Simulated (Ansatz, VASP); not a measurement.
Two plane-wave programs on MgO

```
Mg O
1.0
     2.60557    0.00000    0.00000
     0.00000    2.60557    0.00000
     0.00000    0.00000    2.60557
Mg O
1 1
Direct
  0.00000 0.00000 0.00000
  0.50000 0.50000 0.50000
```

Change from the starting cell: volume scaled by 0.94, PAW files.

Alike in both runs: task single point; functional PBE; k mesh 15 × 15 × 15; occupations fermi-dirac, width 0.08 eV; no spin polarisation.

|  | VASP | Ansatz |
| --- | --- | --- |
| version | VASP 6.6.1 | Ansatz 0.2.0 |
| potentials or method | VASP PAW PBE potentials, release 64 (Mg, O) | PAW with Ansatz's default frozen-core files, scalar-relativistic |
| plane-wave cutoff (eV) | 520 | 420 |
| valence electrons in the cell | 8 | 16 |

Ansatz gave:

```
pressure (GPa) : 9.7
```

Task: Estimate VASP's values.

Result: Pressure (GPa): 9.0.

The functional is the same, so the differences come from potentials, cutoffs and numerics. VASP's potentials hold 8 valence electrons a cell and Ansatz's 16, so a difference there can come from the potentials and not from the codes.
